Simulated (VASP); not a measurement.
# BP (F-43m) in VASP: further runs

The runs below take BP through single point, with PBE-based screened hybrid, PBE, PBEsol+D3(BJ).

All numbers are computed with VASP 6.6.1; they aren't measurements. Logs are shortened: lines on timing, memory, paths and dates and some standing lists are left out, and cuts for length are marked.

## 1. The cell of the first run

Symmetry: F-43m, No. 216, cubic system. The conventional cell has a = 4.627 Å, b = 4.627 Å, c = 4.627 Å, α = 90.00°, β = 90.00°, γ = 90.00°. Within 2.7 Å of P (site symmetry -43m) lie 4 B at 2.00 Å. B (site symmetry -43m) has 4 P at 2.00 Å within 2.7 Å.

## 2. Single point, PBE-based screened hybrid

Contents of POSCAR:

```
BP
1.0
    0.0000000000      2.3135014941      2.3135014941
    2.3135014941      0.0000000000      2.3135014941
    2.3135014941      2.3135014941      0.0000000000
P B
1 1
Direct
    0.7500000000      0.7500000000      0.7500000000
    0.0000000000      0.0000000000      0.0000000000
```

Contents of INCAR.step1:

```
SYSTEM = BP
PREC = Accurate ; ENCUT = 520
EDIFF = 1E-5 ; ISMEAR = -1
SIGMA = 0.05 ; LREAL = .False.
LASPH = .True. ; NELM = 80
ALGO = Normal ; ISIF = 2
LWAVE = .True. ; LCHARG = .False.
GGA = PE ; NBANDS = 11
```

Contents of INCAR.step2:

```
SYSTEM = BP
PREC = Accurate ; ENCUT = 520
EDIFF = 1E-6 ; ISMEAR = -1
SIGMA = 0.05 ; LREAL = .False.
LASPH = .True. ; NELM = 80
ALGO = Normal ; ISIF = 2
LWAVE = .False. ; LCHARG = .False.
GGA = PE ; LHFCALC = .True.
AEXX = 0.25 ; HFSCREEN = 0.3
PRECFOCK = Normal ; ISTART = 1
NBANDS = 11
```

Contents of KPOINTS:

```
regular mesh
0
Gamma
  5 5 5
  0 0 0
```

Potentials or basis: VASP PAW PBE potentials, release 64 (P, B).

On the command line:

```bash
$ cat potpaw_PBE.64/P/POTCAR potpaw_PBE.64/B/POTCAR > POTCAR
$ cp INCAR.step1 INCAR
$ mpirun -np 1 vasp_std > vasp.out
$ cp INCAR.step2 INCAR
$ mpirun -np 1 vasp_std > vasp.out
```

OUTCAR:

```text
SYSTEM = BP
   PREC = Accurate
   ENCUT = 520
   EDIFF = 1E-6
   ISMEAR = -1
   LREAL = .False.
   LASPH = .True.
   NELM = 80
   ISIF = 2
   GGA = PE
   LHFCALC = .True.
   AEXX = 0.25
   HFSCREEN = 0.3
   PRECFOCK = Normal
   ISTART = 1

 ion  position               nearest neighbor table
   1  0.750  0.750  0.750-   2 2.00   2 2.00   2 2.00   2 2.00
   2  0.000  0.000  0.000-   1 2.00   1 2.00   1 2.00   1 2.00

  LATTYP: Found a face centered cubic cell.
 ALAT       =     4.6270029882

  Lattice vectors:

 A1 = (   0.0000000000,   2.3135014941,   2.3135014941)
 A2 = (   2.3135014941,   0.0000000000,   2.3135014941)
 A3 = (   2.3135014941,   2.3135014941,   0.0000000000)

Analysis of symmetry for initial positions (statically):
=====================================================================
 Subroutine PRICEL returns:
 Original cell was already a primitive cell.

 Routine SETGRP: Setting up the symmetry group for a
 face centered cubic supercell.

 Subroutine GETGRP returns: Found 24 space group operations
 (whereof 24 operations were pure point group operations)
 out of a pool of 48 trial point group operations.

The static configuration has the point symmetry T_d .

Analysis of symmetry for dynamics (positions and initial velocities):
=====================================================================
 Subroutine PRICEL returns:
 Original cell was already a primitive cell.

 Routine SETGRP: Setting up the symmetry group for a
 face centered cubic supercell.

 Subroutine GETGRP returns: Found 24 space group operations
 (whereof 24 operations were pure point group operations)
 out of a pool of 48 trial point group operations.

The dynamic configuration has the point symmetry T_d .

 Subroutine INISYM returns: Found 24 space group operations
 (whereof 24 operations are pure point group operations),
 and found     1 'primitive' translations

----------------------------------------------------------------------------------------

                                     Primitive cell

  volume of cell :      24.7651

  direct lattice vectors                    reciprocal lattice vectors
     0.000000000  2.313501494  2.313501494    -0.216122618  0.216122618  0.216122618
     2.313501494  0.000000000  2.313501494     0.216122618 -0.216122618  0.216122618
     2.313501494  2.313501494  0.000000000     0.216122618  0.216122618 -0.216122618

  length of vectors
     3.271785190  3.271785190  3.271785190     0.374335355  0.374335355  0.374335355

  position of ions in fractional coordinates (direct lattice)
     0.750000000  0.750000000  0.750000000
     0.000000000  0.000000000  0.000000000

  ion indices of the primitive-cell ions
   primitive index   ion index
                 1           1
                 2           2

----------------------------------------------------------------------------------------

 KPOINTS: regular mesh

Automatic generation of k-mesh.
 Grid dimensions read from file:
 generate k-points for:    5    5    5

 Generating k-lattice:

  Cartesian coordinates                     Fractional coordinates (reciprocal lattice)
    -0.043224524  0.043224524  0.043224524     0.200000000  0.000000000  0.000000000
     0.043224524 -0.043224524  0.043224524     0.000000000  0.200000000  0.000000000
     0.043224524  0.043224524 -0.043224524     0.000000000  0.000000000  0.200000000

  Length of vectors
     0.074867071  0.074867071  0.074867071

  Shift w.r.t. Gamma in fractional coordinates (k-lattice)
     0.000000000  0.000000000  0.000000000

 Subroutine IBZKPT returns following result:
 ===========================================

 Found     10 irreducible k-points:

 Following reciprocal coordinates:
            Coordinates               Weight
  0.000000  0.000000  0.000000      1.000000
  0.200000  0.000000  0.000000      8.000000
  0.400000  0.000000  0.000000      8.000000
  0.200000  0.200000  0.000000      6.000000
  0.400000  0.200000  0.000000     24.000000
 -0.400000  0.200000  0.000000     24.000000
 -0.200000  0.200000  0.000000     12.000000
  0.400000  0.400000  0.000000      6.000000
 -0.400000  0.400000  0.000000     12.000000
 -0.400000  0.400000  0.200000     24.000000
   k-points           NKPTS =     10   k-points in BZ     NKDIM =    125   number of bands    NBANDS=     11
   number of dos      NEDOS =    301   number of ions     NIONS =      2
   total plane-waves  NPLWV =  13824
   dimension x,y,z NGX =    24 NGY =   24 NGZ =   24
   dimension x,y,z NGXF=    48 NGYF=   48 NGZF=   48
   ions per type =               1   1
   NGX,Y,Z   is equivalent  to a cutoff of  12.19, 12.19, 12.19 a.u.
   NGXF,Y,Z  is equivalent  to a cutoff of  24.39, 24.39, 24.39 a.u.
 SYSTEM =  BP
   PREC   = accura    normal or accurate (medium, high low for compatibility)
   ISTART =      1    job   : 0-new  1-cont  2-samecut
   ICHARG =      0    charge: 1-file 2-atom 10-const
   ISPIN  =      1    spin polarized calculation?
   LNONCOLLINEAR =      F non collinear calculations
   LSORBIT =      F    spin-orbit coupling
   LASPH  =      T    aspherical Exc in radial PAW
   ENCUT  =  520.0 eV  38.22 Ry    6.18 a.u.   6.08  6.08  6.08*2*pi/ulx,y,z
   NELM   =     80;   NELMIN=  2; NELMDL=  0     # of ELM steps
   EDIFF  = 0.1E-05   stopping-criterion for ELM
   LREAL  =      F    real-space projection
   EDIFFG = 0.1E-04   stopping-criterion for IOM
   NSW    =      0    number of steps for IOM
   IBRION =     -1    ionic relax: 0-MD 1-quasi-New 2-CG
   NFREE  =      0    steps in history (QN), initial steepest desc. (CG)
   ISIF   =      2    stress and relaxation
   ISYM   =      3    0-nonsym 1-usesym 2-fastsym
   POTIM  = 0.5000    time-step for ionic-motion
   TEBEG  =    0.0;   TEEND  =   0.0 temperature during run
   PSTRESS=    0.0 pullay stress
   NELECT =       8.0000    total number of electrons
   NUPDOWN=      -1.0000    fix difference up-down
   EMIN   =  10.00;   EMAX   =-10.00  energy-range for DOS
   EFERMI =   0.00;   METHOD = LEGACY
   ISMEAR =    -1;   SIGMA  =   0.05  broadening in eV -4-tet -1-fermi 0-gaus
   EFERMI_NEDOS =   21; number of points for ismear=-14 and -15
   IALGO  =     38    algorithm
   IMIX   =      1    mixing-type and parameters
     AMIX     =   0.40;   BMIX     =  1.00
     AMIX_MAG =   1.60;   BMIX_MAG =  1.00
  volume/ion in A,a.u.               =      12.38        83.56
  Fermi-wavevector in a.u.,A,eV,Ry     =   1.123290  2.122709 17.167550  1.261779
  Thomas-Fermi vector in A             =   2.259955
   LORBIT       =      0    0 simple, 1 ext, 2 COOP (PROOUT), +10 PAW based schemes
   GGA     = PE    functional components
   LHFCALC =     T    Hartree Fock is set to
   PRECFOCK=normal    Normal, Fast or Accurate (Low or Medium for compatibility)
   ENCUT4O =  -1.0   cutoff for four orbital integrals eV
   NKREDX  =     1    reduce k-point grid by
   NKREDY  =     1    reduce k-point grid by
   NKREDZ  =     1    reduce k-point grid by
   AEXX    =    0.2500 exact exchange contribution
   HFSCREEN=    0.3000 screening length (either q_TF or 0.3 A-1)
   HFSCREENC=   0.3000 screening length for correlation (either q_TF or 0.3 A-1)
   ENCUTFOCK=  -1.0 apply spherical cutoff to Coloumb kernel
   IVDW    =     0    specifies the selected vdW correction
   LEPSILON=     F    determine dielectric tensor
   LRPA    =     F    only Hartree local field effects (RPA)
 non-spin polarized calculation
  energy-cutoff  :      520.00
  volume of cell :       24.77
 maximum number of plane-waves:       678
  NGX = 20; NGY = 20; NGZ = 20

 number of electron       7.9999999 magnetization

 Free energy of the ion-electron system (eV)
  ---------------------------------------------------
  ext. energy  EPLUGINS =         0.00000000
  ---------------------------------------------------
  free energy    TOTEN  =       -14.38417860 eV

  energy without entropy =      -14.38417860  energy(sigma->0) =      -14.38417860

 E-fermi :   7.3484     XC(G=0):  -8.9559

 val. band max:        6.4323675669   @ k =   0.0000   0.0000   0.0000
 cond. band min:       8.2998944955   @ k =   0.4000   0.4000   0.0000
 fundamental gap:      1.8675269287
 Fermi energy:         7.3483806498

 k-point     1 :       0.0000    0.0000    0.0000
  band No.  band energies     occupation
      1      -9.9921      2.00000
      2       6.4324      2.00000
      3       6.4324      2.00000
      4       6.4324      2.00000
      5      10.4987      0.00000
      6      10.4987      0.00000
      7      10.4987      0.00000
      8      13.9844      0.00000
      9      18.4234      0.00000
     10      19.4680      0.00000
     11      19.4680      0.00000

 k-point     2 :       0.2000    0.0000    0.0000
  band No.  band energies     occupation
      1      -9.2464      2.00000
      2       2.6380      2.00000
      3       5.5708      2.00000
      4       5.5708      2.00000
      5      10.9742      0.00000
      6      11.6482      0.00000
      7      11.6482      0.00000
      8      15.9780      0.00000
      9      18.1478      0.00000
     10      18.1478      0.00000
     11      19.9066      0.00000

 k-point     3 :       0.4000    0.0000    0.0000
  band No.  band energies     occupation
      1      -7.2561      2.00000
      2      -1.9746      2.00000
      3       4.7202      2.00000
      4       4.7202      2.00000
      5      10.6666      0.00000
      6      11.9761      0.00000
      7      11.9761      0.00000
      8      17.4050      0.00000
      9      20.4262      0.00000
     10      20.4262      0.00000
     11      21.0614      0.00000

 k-point     4 :       0.2000    0.2000    0.0000
  band No.  band energies     occupation
      1      -8.9941      2.00000
      2       3.5798      2.00000
      3       4.2541      2.00000
      4       4.2541      2.00000
      5       9.2439      0.00000
      6      13.2425      0.00000
      7      13.7264      0.00000
      8      13.7264      0.00000
      9      18.1087      0.00000
     10      20.5155      0.00000
     11      21.1825      0.00000

 k-point     5 :       0.4000    0.2000    0.0000
  band No.  band energies     occupation
      1      -7.3572      2.00000
      2      -0.3449      2.00000
      3       2.9016      2.00000
      4       3.4736      2.00000
      5       9.8700      0.00000
      6      13.1953      0.00000
      7      14.3375      0.00000
      8      14.6847      0.00000
      9      20.5395      0.00000
     10      22.0336      0.00000
     11      22.6705      0.00000

 k-point     6 :      -0.4000    0.2000    0.0000
  band No.  band energies     occupation
      1      -6.0788      2.00000
      2      -2.3721      2.00000
      3       1.7386      2.00000
      4       3.8725      2.00000
      5      10.4296      0.00000
      6      13.8671      0.00000
      7      13.9977      0.00000
      8      17.4051      0.00000
      9      18.6619      0.00000
     10      19.6944      0.00000
     11      23.7982      0.00000

 k-point     7 :      -0.2000    0.2000    0.0000
  band No.  band energies     occupation
      1      -8.0488      2.00000
      2       0.8519      2.00000
      3       2.1998      2.00000
      4       5.1480      2.00000
      5      11.5541      0.00000
      6      12.5027      0.00000
      7      13.4069      0.00000
      8      15.4091      0.00000
      9      16.7737      0.00000
     10      20.8464      0.00000
     11      22.8011      0.00000

 k-point     8 :       0.4000    0.4000    0.0000
  band No.  band energies     occupation
      1      -6.1926      2.00000
      2      -1.1793      2.00000
      3       2.4289      2.00000
      4       2.4289      2.00000
      5       8.2999      0.00000
      6       9.4720      0.00000
      7      18.2731      0.00000
      8      18.2731      0.00000
      9      21.7191      0.00000
     10      23.2820      0.00000
     11      25.0374      0.00000

 k-point     9 :      -0.4000    0.4000    0.0000
  band No.  band energies     occupation
      1      -4.8880      2.00000
      2      -2.4344      2.00000
      3       0.4760      2.00000
      4       2.6006      2.00000
      5       8.9957      0.00000
      6      11.8186      0.00000
      7      17.7307      0.00000
      8      18.3002      0.00000
      9      19.6478      0.00000
     10      21.0997      0.00000
     11      25.2531      0.00000

 k-point    10 :      -0.4000    0.4000    0.2000
  band No.  band energies     occupation
      1      -5.5797      2.00000
      2      -1.5998      2.00000
      3       0.6714      2.00000
      4       2.0763      2.00000
      5      11.7764      0.00000
      6      12.7948      0.00000
      7      13.8295      0.00000
      8      17.7031      0.00000
      9      18.7873      0.00000
     10      21.7291      0.00000
     11      25.0452      0.00000

------------------------ aborting loop because EDIFF is reached ----------------------------------------

  FORCE on cell =-STRESS in cart. coord.  units (eV):
  Direction    XX          YY          ZZ          XY          YZ          ZX
  --------------------------------------------------------------------------------------
  -------------------------------------------------------------------------------------
  Total       -1.5893027     -1.5893027     -1.5893027     -0.0000000      0.0000000      0.0000000
  in kB     -102.8200637   -102.8200637   -102.8200637     -0.0000000      0.0000000      0.0000000
  external PRESSURE =    -102.8200637 kB  Pullay stress =       0.0000000 kB

 VOLUME and BASIS-vectors are now :
 -----------------------------------------------------------------------------
  energy-cutoff  :      520.00
  volume of cell :       24.77
      direct lattice vectors                 reciprocal lattice vectors
     0.000000000  2.313501494  2.313501494    -0.216122618  0.216122618  0.216122618
     2.313501494  0.000000000  2.313501494     0.216122618 -0.216122618  0.216122618
     2.313501494  2.313501494  0.000000000     0.216122618  0.216122618 -0.216122618

 POSITION                                       TOTAL-FORCE (eV/Angst)
 -----------------------------------------------------------------------------------
      3.47025      3.47025      3.47025         0.000000      0.000000      0.000000
      0.00000      0.00000      0.00000        -0.000000     -0.000000     -0.000000
 -----------------------------------------------------------------------------------
    total drift:                               -0.000000     -0.000000     -0.000000

  FREE ENERGIE OF THE ION-ELECTRON SYSTEM (eV)
  ---------------------------------------------------
  free  energy   TOTEN  =       -14.3841786016 eV

  energy  without entropy=      -14.3841786005  energy(sigma->0) =      -14.38417860
```

Run time: 2.8 min. Hardware: 1 thread of AMD EPYC 7R43 (Zen 3), shared host; peak memory 0.2 GiB.

What came out:

```yaml
Free_energy: -14.3842 eV
Pressure: -10.3 GPa
Band_gap_on_the_k_mesh: 1.87 eV, indirect (least direct gap 4.07 eV)
```

Levels at points of the mesh, in eV from the valence-band top:
```tsv
k point	band 1	band 2	band 3	band 4	band 5	band 6	band 7	band 8
(0.00, 0.00, 0.00)	-16.42	0.00	0.00	0.00	4.07	4.07	4.07	7.55
```

Caveat: the k points lie up to 0.47 Å⁻¹ apart; the PAW data sets were made with another functional, which shifts forces and pressure a little.

## 3. Single point, PBE-based screened hybrid

This run uses another cell than the first one, of 11.68 Å³/atom, 0.943 times its volume.

Contents of POSCAR:

```
BP
1.0
    0.0000000000      2.2690000000      2.2690000000
    2.2690000000      0.0000000000      2.2690000000
    2.2690000000      2.2690000000      0.0000000000
P B
1 1
Direct
    0.7500000000      0.7500000000      0.7500000000
    0.0000000000      0.0000000000      0.0000000000
```

Contents of INCAR.step1:

```
  PREC = Accurate
  ENCUT = 520
  EDIFF = 1E-5
  ISMEAR = -1
  SIGMA = 0.05
  LREAL = False
  LASPH = True
  NELM = 60
  ALGO = Normal
  ISIF = 2
  LWAVE = True
  LCHARG = False
  NBANDS = 11
  GGA = PE
```

Contents of INCAR.step2:

```
  PREC = Accurate
  ENCUT = 520
  EDIFF = 1E-7
  ISMEAR = -1
  SIGMA = 0.05
  LREAL = False
  LASPH = True
  NELM = 60
  ALGO = Normal
  ISIF = 2
  LWAVE = False
  LCHARG = False
  GGA = PE
  LHFCALC = True
  AEXX = 0.25
  HFSCREEN = 0.3
  PRECFOCK = Normal
  NBANDS = 11
  ISTART = 1
```

Contents of KPOINTS:

```
regular mesh
0
Gamma
  6 6 6
```

Potentials or basis: VASP PAW PBE potentials, release 64 (P, B).

On the command line:

```bash
$ cat potpaw_PBE.64/P/POTCAR potpaw_PBE.64/B/POTCAR > POTCAR
$ cp INCAR.step1 INCAR
$ mpirun -np 1 vasp_std > vasp.out
$ cp INCAR.step2 INCAR
$ mpirun -np 1 vasp_std > vasp.out
```

Run time: 7.3 min. Hardware: 1 thread of AMD EPYC 7R43 (Zen 3), shared host; peak memory 0.2 GiB.

Results (log left out):

```
Free energy            : -14.4705 eV
Pressure               : -1.8 GPa
Band gap on the k mesh : 1.88 eV, indirect (least direct gap 4.15 eV)
```

Levels at points of the mesh, in eV from the valence-band top:
```csv
k point,band 1,band 2,band 3,band 4,band 5,band 6,band 7,band 8
"(0.00, 0.00, 0.00)",-16.98,0.00,0.00,0.00,4.15,4.15,4.15,8.46
"(0.50, 0.00, 0.00)",-13.32,-9.89,-1.91,-1.91,4.53,5.52,5.52,11.14
"(0.50, 0.50, 0.00)",-11.60,-9.47,-4.47,-4.47,1.88,2.23,13.57,13.57
```

Caveat: the PAW data sets were made with another functional, which shifts forces and pressure a little.

## 4. Single point, PBE

This run uses another cell than the first one, of 11.68 Å³/atom, 0.943 times its volume.

Contents of INCAR:

```
PREC = Accurate ; ENCUT = 520
EDIFF = 1E-7 ; ISMEAR = -1
SIGMA = 0.04 ; LREAL = F
LASPH = T ; NELM = 80
ALGO = Normal ; ISIF = 2
LWAVE = F ; LCHARG = F
GGA = PE ; NBANDS = 11
```

Contents of KPOINTS:

```
regular mesh
0
Gamma
  7 7 7
```

POSCAR is that of step 3.

On the command line:

```bash
$ cat potpaw_PBE.64/P/POTCAR potpaw_PBE.64/B/POTCAR > POTCAR
$ mpirun -np 1 vasp_std > vasp.out
```

Run time: 6.6 s. Hardware: 1 thread of AMD EPYC 7R43 (Zen 3), shared host; peak memory 0.09 GiB.

The run converged. Its results:

```yaml
Free_energy: -12.9247 eV
Pressure: 0.9 GPa
Band_gap_on_the_k_mesh: 1.24 eV, indirect (least direct gap 3.40 eV)
```

Levels at points of the mesh, in eV from the valence-band top:
| k point | band 1 | band 2 | band 3 | band 4 | band 5 | band 6 | band 7 | band 8 |
| --- | --- | --- | --- | --- | --- | --- | --- | --- |
| (0.00, 0.00, 0.00) | -15.46 | 0.00 | 0.00 | 0.00 | 3.40 | 3.40 | 3.40 | 7.37 |

(Continued in part 2 of 2.)
